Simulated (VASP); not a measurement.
CsLiCr2Te2S3, 9 atoms in the cell. It takes space group C2/m (No. 12, monoclinic). Conventional cell: a = 14.579 Å, b = 4.209 Å, c = 7.709 Å, α = 90.00°, β = 109.04°, γ = 90.00°. Cs (site symmetry 2/m) has 6 S at 3.84 to 3.85 Å and 6 Te at 4.08 to 4.23 Å and 2 Cs at 4.21 Å and 4 Cr at 4.27 to 4.78 Å and 4 Li at 4.39 Å within 5.0 Å. Li (site symmetry 2/m) has 4 S at 2.10 to 2.75 Å within 2.8 Å. Within 3.2 Å of Cr (site symmetry m) lie 4 S at 2.33 to 2.46 Å and 2 Te at 2.84 Å and 2 Li at 3.18 Å. Te (site symmetry m) has 2 Cr at 2.84 Å and 1 Li at 3.10 Å and 5 S at 3.19 to 3.75 Å and 2 Te at 3.39 Å within 3.8 Å. Within 3.3 Å of S (site symmetry m) lie 3 Cr at 2.33 to 2.46 Å and 1 Li at 2.75 Å and 1 Te at 3.19 Å and 2 S at 3.27 Å. S (site symmetry 2/m) has 2 Li at 2.10 Å and 2 Cr at 2.38 Å within 2.8 Å. 

```yaml
Program: VASP 6.6.1
Task: optical spectrum
Functional: PBE
Potentials_or_basis: VASP PAW PBE potentials, release 64 (Cs_sv, Li_sv, Cr_pv, Te, S)
Cutoff: 520 eV
k_mesh: 7 × 7 × 4
Occupations: fermi-dirac, width 0.05 eV
Spin: collinear spin, ferromagnetic start
Starting_moments: "[0.0, 0.0, 3.0, 3.0, 0.0, 0.0, 0.0, 0.0, 0.0] μB"
Further_INCAR_settings: ALGO = Normal; EDIFF = 1e-06; NBANDS = 65
```

Potentials or basis: VASP PAW PBE potentials, release 64 (Cs_sv, Li_sv, Cr_pv, Te, S).

Launch:

```console
$ cat potpaw_PBE.64/Cs_sv/POTCAR potpaw_PBE.64/Li_sv/POTCAR potpaw_PBE.64/Cr_pv/POTCAR potpaw_PBE.64/Te/POTCAR potpaw_PBE.64/S/POTCAR > POTCAR
$ mpirun -np 4 vasp_std > vasp.out
```

Hardware: 4 MPI ranks on Intel(R) Xeon(R) Platinum 8488C (Sapphire Rapids) (shared host).

Task: How long does it take, and how much memory?

Result: Run time: 14 min on 4 MPI ranks on Intel(R) Xeon(R) Platinum 8488C (Sapphire Rapids) (shared host), peak memory 3.1 GiB a rank. Counts: scf iterations 18, k points 60.
